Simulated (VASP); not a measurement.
Wanted: the native input for a VASP 6.6.1 run.

* Task: single point
* Functional: PBE
* Potentials or basis: VASP PAW PBE potentials, release 64 (Al, O)
* Cutoff: 520 eV
* k mesh: 6 × 6 × 6
* Occupations: gaussian, width 0.1 eV
* Spin: no spin polarisation
* Dipole correction: no
* Further INCAR settings: ALGO = Fast; EDIFF = 1e-06; NBANDS = 35

The structure of Al2O3 lies in POSCAR:

```
Al2O3
1.0
    2.3802500000      1.3742379782      4.3318666667
   -2.3802500000      1.3742379782      4.3318666667
    0.0000000000     -2.7484759565      4.3318666667
Al O
4 6
Direct
    0.3521600000      0.3521600000      0.3521600000
    0.1478400000      0.1478400000      0.1478400000
    0.6478400000      0.6478400000      0.6478400000
    0.8521600000      0.8521600000      0.8521600000
    0.5566800000      0.9433200000      0.2500000000
    0.2500000000      0.5566800000      0.9433200000
    0.9433200000      0.2500000000      0.5566800000
    0.4433200000      0.0566800000      0.7500000000
    0.7500000000      0.4433200000      0.0566800000
    0.0566800000      0.7500000000      0.4433200000
```

These files were run (other wordings do the same):

INCAR

```
PREC = Accurate
ENCUT = 520
EDIFF = 1E-6
ISMEAR = 0
SIGMA = 0.1
LREAL = False
LASPH = True
NELM = 100
ALGO = Fast
ISIF = 2
LWAVE = False
LCHARG = False
GGA = PE
NBANDS = 35
```

KPOINTS

```
Automatic mesh
0
Gamma
  6 6 6
```

Potentials or basis: VASP PAW PBE potentials, release 64 (Al, O).

Run with:

```sh
$ cat potpaw_PBE.64/Al/POTCAR potpaw_PBE.64/O/POTCAR > POTCAR
$ mpirun -np 1 vasp_std > vasp.out
```

Results of the run:

- Pressure: 7.2 GPa
- Largest force: 0.027 eV/Å
- Band gap on the k mesh: 6.22 eV

Caveat: the cell stands under pressure.

Run time: 51 s on 1 thread of Intel(R) Xeon(R) 6975P-C (Granite Rapids), with other jobs on the host, peak memory 0.26 GiB.
